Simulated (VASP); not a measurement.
# C (P2_1/m) in VASP: single point with PBEsol

Aim: the single point of C with PBEsol.

Everything below comes from runs of VASP 6.6.1. Logs are shortened: lines on timing, memory, paths and dates and some standing lists are left out, and cuts for length are marked.

### Step 1. The cell of the first run

Symmetry: P2_1/m, No. 11, monoclinic system. The conventional cell has a = 2.459 Å, b = 7.246 Å, c = 2.459 Å, α = 90.00°, β = 120.00°, γ = 90.00°. Within 1.9 Å of C (site symmetry m) lie 3 C at 1.42 Å. Within 1.9 Å of C (site symmetry m) lie 3 C at 1.42 Å.

### Step 2. Single point, PBEsol (mode 4 frozen in at -0.284 Å and mode 5 at -0.284 Å (largest displacements))

INCAR reads:

```
PREC = Accurate
ENCUT = 520
EDIFF = 1E-6
ISMEAR = 0
SIGMA = 0.15
LREAL = F
LASPH = T
NELM = 60
ALGO = Normal
ISIF = 2
LWAVE = F
LCHARG = F
GGA = PS
NBANDS = 16
```

KPOINTS reads:

```
Automatic mesh
0
Gamma
  18 18 6
```

POSCAR reads:

```
C
1.0
    2.4587330167      0.0000000000      0.0000000000
   -1.2293665084      2.1293252536      0.0000000000
    0.0000000000      0.0000000000      7.2458067263
C
4
Direct
   -0.1821774786     -0.1333631704      0.0025000000
    0.1821774786      0.1333631704      0.5025000000
    0.1511388968      0.5332910823      0.0025000000
    0.8488611032      0.4667089177      0.5025000000
```

Potentials or basis: VASP PAW PBE potentials, release 64 (C).

Started as:

```
cat potpaw_PBE.64/C/POTCAR > POTCAR
mpirun -np 1 vasp_std > vasp.out
```

OUTCAR:

```text
PREC = Accurate
   ENCUT = 520
   EDIFF = 1E-6
   ISMEAR = 0
   LREAL = F
   LASPH = T
   NELM = 60
   ISIF = 2
   GGA = PS

 ion  position               nearest neighbor table
   1  0.818  0.867  0.002-   3 1.42   3 1.42   3 1.42
   2  0.182  0.133  0.502-   4 1.42   4 1.42   4 1.42
   3  0.151  0.533  0.002-   1 1.42   1 1.42   1 1.42
   4  0.849  0.467  0.502-   2 1.42   2 1.42   2 1.42

  LATTYP: Found a hexagonal cell.
 ALAT       =     2.4587330167
 C/A-ratio  =     2.9469676769

  Lattice vectors:

 A1 = (   2.4587330167,   0.0000000000,   0.0000000000)
 A2 = (  -1.2293665084,   2.1293252536,   0.0000000000)
 A3 = (   0.0000000000,   0.0000000000,   7.2458067263)

Analysis of symmetry for initial positions (statically):
=====================================================================
 Subroutine PRICEL returns:
 Original cell was already a primitive cell.

 Routine SETGRP: Setting up the symmetry group for a
 hexagonal supercell.

 Subroutine GETGRP returns: Found  4 space group operations
 (whereof  1 operations were pure point group operations)
 out of a pool of 24 trial point group operations.

The static configuration has the point symmetry C_1 .
 The point group associated with its full space group is C_2h.

Analysis of symmetry for dynamics (positions and initial velocities):
=====================================================================
 Subroutine PRICEL returns:
 Original cell was already a primitive cell.

 Routine SETGRP: Setting up the symmetry group for a
 hexagonal supercell.

 Subroutine GETGRP returns: Found  4 space group operations
 (whereof  1 operations were pure point group operations)
 out of a pool of 24 trial point group operations.

The dynamic configuration has the point symmetry C_1 .
 The point group associated with its full space group is C_2h.

 Subroutine INISYM returns: Found  4 space group operations
 (whereof  1 operations are pure point group operations),
 and found     1 'primitive' translations

----------------------------------------------------------------------------------------

                                     Primitive cell

  volume of cell :      37.9350

  direct lattice vectors                    reciprocal lattice vectors
     2.458733017  0.000000000  0.000000000     0.406713536  0.234816170  0.000000000
    -1.229366508  2.129325254  0.000000000     0.000000000  0.469632339  0.000000000
     0.000000000  0.000000000  7.245806726     0.000000000  0.000000000  0.138010858

  length of vectors
     2.458733017  2.458733017  7.245806726     0.469632339  0.469632339  0.138010858

  position of ions in fractional coordinates (direct lattice)
     0.817822521  0.866636830  0.002500000
     0.182177479  0.133363170  0.502500000
     0.151138897  0.533291082  0.002500000
     0.848861103  0.466708918  0.502500000

  ion indices of the primitive-cell ions
   primitive index   ion index
                 1           1
                 2           2
                 3           3
                 4           4

----------------------------------------------------------------------------------------

 KPOINTS: Automatic mesh

Automatic generation of k-mesh.
 Grid dimensions read from file:
 generate k-points for:   18   18    6

 Generating k-lattice:

  Cartesian coordinates                     Fractional coordinates (reciprocal lattice)
     0.022595196  0.013045343  0.000000000     0.055555556  0.000000000  0.000000000
     0.000000000  0.026090686  0.000000000     0.000000000  0.055555556  0.000000000
     0.000000000  0.000000000  0.023001810     0.000000000  0.000000000  0.166666667

  Length of vectors
     0.026090686  0.026090686  0.023001810

  Shift w.r.t. Gamma in fractional coordinates (k-lattice)
     0.000000000  0.000000000  0.000000000

 Subroutine IBZKPT returns following result:
 ===========================================

 Found    656 irreducible k-points:

 Following reciprocal coordinates:
            Coordinates               Weight
  0.000000  0.000000  0.000000      1.000000
  0.055556  0.000000  0.000000      2.000000
  0.000000  0.055556  0.000000      2.000000
 -0.055556  0.055556  0.000000      2.000000
  0.111111  0.000000  0.000000      2.000000
  0.000000  0.111111  0.000000      2.000000
[... 16 lines left out ...]
  0.444444  0.000000  0.000000      2.000000
  0.000000  0.444444  0.000000      2.000000
 [... further k-points ...]
   k-points           NKPTS =    656   k-points in BZ     NKDIM =    656   number of bands    NBANDS=     16
   number of dos      NEDOS =    301   number of ions     NIONS =      4
   total plane-waves  NPLWV =  17496
   dimension x,y,z NGX =    18 NGY =   18 NGZ =   54
   dimension x,y,z NGXF=    36 NGYF=   36 NGZF=  108
   ions per type =               4
   NGX,Y,Z   is equivalent  to a cutoff of  12.17, 12.17, 12.39 a.u.
   NGXF,Y,Z  is equivalent  to a cutoff of  24.34, 24.34, 24.78 a.u.
 SYSTEM =  unknown system
   PREC   = accura    normal or accurate (medium, high low for compatibility)
   ISTART =      0    job   : 0-new  1-cont  2-samecut
   ICHARG =      2    charge: 1-file 2-atom 10-const
   ISPIN  =      1    spin polarized calculation?
   LNONCOLLINEAR =      F non collinear calculations
   LSORBIT =      F    spin-orbit coupling
   LASPH  =      T    aspherical Exc in radial PAW
   ENCUT  =  520.0 eV  38.22 Ry    6.18 a.u.   4.57  4.57 13.47*2*pi/ulx,y,z
   NELM   =     60;   NELMIN=  2; NELMDL= -5     # of ELM steps
   EDIFF  = 0.1E-05   stopping-criterion for ELM
   LREAL  =      F    real-space projection
   EDIFFG = 0.1E-04   stopping-criterion for IOM
   NSW    =      0    number of steps for IOM
   IBRION =     -1    ionic relax: 0-MD 1-quasi-New 2-CG
   NFREE  =      0    steps in history (QN), initial steepest desc. (CG)
   ISIF   =      2    stress and relaxation
   ISYM   =      2    0-nonsym 1-usesym 2-fastsym
   POTIM  = 0.5000    time-step for ionic-motion
   TEBEG  =    0.0;   TEEND  =   0.0 temperature during run
   PSTRESS=    0.0 pullay stress
   NELECT =      16.0000    total number of electrons
   NUPDOWN=      -1.0000    fix difference up-down
   EMIN   =  10.00;   EMAX   =-10.00  energy-range for DOS
   EFERMI =   0.00;   METHOD = LEGACY
   ISMEAR =     0;   SIGMA  =   0.15  broadening in eV -4-tet -1-fermi 0-gaus
   EFERMI_NEDOS =   21; number of points for ismear=-14 and -15
   IALGO  =     38    algorithm
   IMIX   =      4    mixing-type and parameters
     AMIX     =   0.40;   BMIX     =  1.00
     AMIX_MAG =   1.60;   BMIX_MAG =  1.00
  volume/ion in A,a.u.               =       9.48        64.00
  Fermi-wavevector in a.u.,A,eV,Ry     =   1.227726  2.320066 20.508213  1.507311
  Thomas-Fermi vector in A             =   2.362678
   LORBIT       =      0    0 simple, 1 ext, 2 COOP (PROOUT), +10 PAW based schemes
   GGA     = PS    functional components
   LHFCALC =     F    Hartree Fock is set to
   AEXX    =    0.0000 exact exchange contribution
   IVDW    =     0    specifies the selected vdW correction
   LEPSILON=     F    determine dielectric tensor
   LRPA    =     F    only Hartree local field effects (RPA)
 non-spin polarized calculation
 Gauss-broadening in eV      SIGMA  =   0.15
  energy-cutoff  :      520.00
  volume of cell :       37.94
 maximum number of plane-waves:      1046
   NGX =  9   NGY =  9   NGZ = 27

 number of electron      16.0000001 magnetization

 Free energy of the ion-electron system (eV)
  ---------------------------------------------------
  ext. energy  EPLUGINS =         0.00000000
  ---------------------------------------------------
  free energy    TOTEN  =       -38.57658978 eV

  energy without entropy =      -38.57577662  energy(sigma->0) =      -38.57618320

 E-fermi :   3.9996     XC(G=0): -10.0166

 val. band max:        3.9988442510   @ k =   0.3333   0.3333   0.5000
 cond. band min:       4.0020922401   @ k =   0.3333   0.3333   0.5000
 fundamental gap:      0.0032479891
 Fermi energy:         3.9995589906

 k-point     1 :       0.0000    0.0000    0.0000
  band No.  band energies     occupation
      1     -15.6201      2.00000
      2     -15.4545      2.00000
      3      -4.3362      2.00000
      4      -2.9983      2.00000
      5       1.0080      2.00000
      6       1.0125      2.00000
[... 8 lines left out ...]
     15      15.5439      0.00000
     16      15.5989      0.00000

 k-point     2 :       0.0556    0.0000    0.0000
  band No.  band energies     occupation
      1     -15.5463      2.00000
      2     -15.3815      2.00000
      3      -4.2465      2.00000
      4      -2.9126      2.00000
      5       0.7123      2.00000
      6       0.7216      2.00000
[... 8 lines left out ...]
     15      15.2959      0.00000
     16      15.3310      0.00000

 k-point     3 :       0.0000    0.0556    0.0000
  band No.  band energies     occupation
      1     -15.5463      2.00000
      2     -15.3815      2.00000
      3      -4.2464      2.00000
      4      -2.9127      2.00000
      5       0.7101      2.00000
      6       0.7225      2.00000
[... 8 lines left out ...]
     15      15.2707      0.00000
     16      15.3564      0.00000

 k-point     4 :      -0.0556    0.0556    0.0000
  band No.  band energies     occupation
      1     -15.5463      2.00000
      2     -15.3815      2.00000
      3      -4.2464      2.00000
      4      -2.9127      2.00000
      5       0.7101      2.00000
      6       0.7230      2.00000
[... 8 lines left out ...]
     15      15.2682      0.00000
     16      15.3589      0.00000

 k-point     5 :       0.1111    0.0000    0.0000
  band No.  band energies     occupation
      1     -15.3253      2.00000
      2     -15.1630      2.00000
      3      -3.9781      2.00000
      4      -2.6564      2.00000
      5      -0.1125      2.00000
      6      -0.0945      2.00000
[... 8 lines left out ...]
     15      14.5630      0.00000
     16      14.5977      0.00000

 k-point     6 :       0.0000    0.1111    0.0000
  band No.  band energies     occupation
      1     -15.3253      2.00000
      2     -15.1630      2.00000
      3      -3.9777      2.00000
      4      -2.6569      2.00000
      5      -0.1145      2.00000
      6      -0.0933      2.00000
[... 8 lines left out ...]
     15      14.4991      0.00000
     16      14.6599      0.00000

 k-point     7 :      -0.1111    0.1111    0.0000
  band No.  band energies     occupation
      1     -15.3253      2.00000
      2     -15.1630      2.00000
      3      -3.9776      2.00000
      4      -2.6569      2.00000
      5      -0.1144      2.00000
      6      -0.0930      2.00000
[... 8 lines left out ...]
     15      14.4948      0.00000
     16      14.6643      0.00000

 k-point     8 :       0.1667    0.0000    0.0000
  band No.  band energies     occupation
      1     -14.9581      2.00000
      2     -14.7998      2.00000
      3      -3.5339      2.00000
      4      -2.2332      2.00000
      5      -1.2973      2.00000
      6      -1.2679      2.00000
[... 8 lines left out ...]
     15      14.9067      0.00000
     16      14.9486      0.00000

 k-point     9 :       0.0000    0.1667    0.0000
  band No.  band energies     occupation
      1     -14.9581      2.00000
      2     -14.7998      2.00000
      3      -3.5328      2.00000
      4      -2.2347      2.00000
      5      -1.2991      2.00000
      6      -1.2668      2.00000
[... 8 lines left out ...]
     15      14.9257      0.00000
     16      14.9279      0.00000
[... 172 lines left out ...]
 k-point    19 :      -0.3333    0.3333    0.0000
  band No.  band energies     occupation
      1     -13.0046      2.00000
      2     -12.8674      2.00000
      3      -5.6443      2.00000
      4      -5.5747      2.00000
      5      -1.7714      2.00000
      6      -1.7618      2.00000
[... 8 lines left out ...]
     15      18.9930      0.00000
     16      20.3663      0.00000

 k-point    20 :       0.3889   -0.0000    0.0000
  band No.  band energies     occupation
      1     -12.0888      2.00000
      2     -11.9590      2.00000
      3      -7.0823      2.00000
      4      -7.0023      2.00000
      5      -2.1294      2.00000
      6      -2.1077      2.00000
[... 8 lines left out ...]
     15      17.9096      0.00000
     16      20.8932      0.00000

 k-point    21 :       0.0000    0.3889    0.0000
  band No.  band energies     occupation
      1     -12.0875      2.00000
      2     -11.9604      2.00000
      3      -7.0830      2.00000
      4      -7.0018      2.00000
      5      -2.1198      2.00000
      6      -2.1168      2.00000
[... 8 lines left out ...]
     15      17.9007      0.00000
     16      19.7060      0.00000

 k-point    22 :      -0.3889    0.3889    0.0000
  band No.  band energies     occupation
      1     -12.0874      2.00000
      2     -11.9605      2.00000
      3      -7.0829      2.00000
      4      -7.0016      2.00000
      5      -2.1234      2.00000
      6      -2.1134      2.00000
[... 8 lines left out ...]
     15      17.9004      0.00000
     16      19.6706      0.00000

 k-point    23 :       0.4444    0.0000    0.0000
  band No.  band energies     occupation
      1     -11.0717      2.00000
      2     -10.9507      2.00000
      3      -8.4224      2.00000
      4      -8.3318      2.00000
      5      -2.3463      2.00000
      6      -2.3242      2.00000
[... 8 lines left out ...]
     15      16.8051      0.00000
     16      20.1068      0.00000

 k-point    24 :       0.0000    0.4444    0.0000
  band No.  band energies     occupation
      1     -11.0675      2.00000
      2     -10.9553      2.00000
      3      -8.4213      2.00000
      4      -8.3326      2.00000
      5      -2.3366      2.00000
      6      -2.3336      2.00000
[... 8 lines left out ...]
     15      16.9510      0.00000
     16      18.8245      0.00000

 [... further k-points ...]
[... 5 lines left out ...]
  --------------------------------------------------------------------------------------
  -------------------------------------------------------------------------------------
  Total        0.2295862      0.2496007      0.0311267     -0.0190012      0.0000000      0.0000000
  in kB        9.6965278     10.5418344      1.3146284     -0.8025133      0.0000000      0.0000000
  external PRESSURE =       7.1843302 kB  Pullay stress =       0.0000000 kB

 VOLUME and BASIS-vectors are now :
 -----------------------------------------------------------------------------
  energy-cutoff  :      520.00
  volume of cell :       37.94
      direct lattice vectors                 reciprocal lattice vectors
     2.458733017  0.000000000  0.000000000     0.406713536  0.234816170  0.000000000
    -1.229366508  2.129325254  0.000000000     0.000000000  0.469632339  0.000000000
     0.000000000  0.000000000  7.245806726     0.000000000  0.000000000  0.138010858

 POSITION                                       TOTAL-FORCE (eV/Angst)
 -----------------------------------------------------------------------------------
      0.94539      1.84535      0.01811        -0.002323      0.004020      0.000000
      0.28397      0.28397      3.64102         0.002323     -0.004020      0.000000
     -0.28400      1.13555      0.01811        -0.003924      0.004354      0.000000
      1.51337      0.99378      3.64102         0.003924     -0.004354      0.000000
 -----------------------------------------------------------------------------------
    total drift:                               -0.000000     -0.000000     -0.000009

  FREE ENERGIE OF THE ION-ELECTRON SYSTEM (eV)
  ---------------------------------------------------
  free  energy   TOTEN  =       -38.5765897845 eV

  energy  without entropy=      -38.5757766221  energy(sigma->0) =      -38.57618320
```

Wall time 2.1 min (1 thread of Intel Xeon 6975P-C (Granite Rapids), shared host); peak memory 0.36 GiB.

What came out:

```yaml
Free_energy: -38.5766 eV
Pressure: 0.7 GPa
Largest_force: 0.006 eV/Å
```

Forces on the atoms (eV/Å):
```
C   -0.002  0.004  0.000
C    0.002 -0.004  0.000
C   -0.004  0.004  0.000
C    0.004 -0.004  0.000
```

Stress tensor (GPa, compression positive):
```
 0.97 -0.08  0.00
-0.08  1.05  0.00
 0.00  0.00  0.13
```

Caveat: the cell differs from its parent crystal (mode 4 frozen in at -0.284 Å and mode 5 at -0.284 Å (largest displacements)); the PAW data sets were made with another functional, which shifts forces and pressure a little; this functional lacks dispersion, which binds the layers, so the pressure and a relaxed spacing across them are unreliable.
